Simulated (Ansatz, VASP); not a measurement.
Ti: VASP beside Ansatz

```xyz
2
Lattice="1.4700 -2.5461 0.0000 1.4700 2.5461 0.0000 0.0000 0.0000 4.6479" Properties=species:S:1:pos:R:3 pbc="T T T"
Ti    1.4700   -0.8487    1.1620
Ti    1.4700    0.8487    3.4859
```

Alike in both runs: task single point; functional PBE; k mesh 13 × 13 × 7; occupations fermi-dirac, width 0.05 eV; no spin polarisation.

|  | VASP | Ansatz |
| --- | --- | --- |
| version | VASP 6.6.1 | Ansatz 0.2.0 |
| potentials or method | VASP PAW PBE potentials, release 64 (Ti_sv), cutoff 520 eV | all-electron LAPW, scalar-relativistic |

|  | VASP | Ansatz | Ansatz less VASP |
| --- | --- | --- | --- |
| pressure (GPa) | -0.2 | 0.0 | +0.24 |
| traceless stress, the component that is largest in VASP (GPa) | 0.12 | 0.12 | +0.004 |

Ansatz ran all-electron here, and VASP with PAW potentials.
